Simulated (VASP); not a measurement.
Here is a VASP 6.6.1 calculation.

The input INCAR:

```
PREC = Accurate
ENCUT = 520
EDIFF = 1E-6
ISMEAR = 0
SIGMA = 0.01
LREAL = False
LASPH = True
NELM = 100
ALGO = Normal
ISIF = 2
LWAVE = False
LCHARG = False
GGA = PE
NBANDS = 15
```

File KPOINTS:

```
regular mesh
0
Gamma
  7 7 7
```

POSCAR

```
CaO
1.0
    0.0000000000      2.4459578327      2.4459578327
    2.4459578327      0.0000000000      2.4459578327
    2.4459578327      2.4459578327      0.0000000000
Ca O
1 1
Direct
    0.0000000000      0.0000000000      0.0000000000
    0.5000000000      0.5000000000      0.5000000000
```

Potentials or basis: VASP PAW PBE potentials, release 64 (Ca_sv, O).

Command:

```sh
$ cat potpaw_PBE.64/Ca_sv/POTCAR potpaw_PBE.64/O/POTCAR > POTCAR
$ mpirun -np 1 vasp_std > vasp.out
```

Q: Estimate the pressure.

A: -3.2 GPa.

Q: What does it give for the band gap on the k mesh?

A: 3.73 eV, indirect (least direct gap 4.11 eV).

A k mesh can miss the band edges.
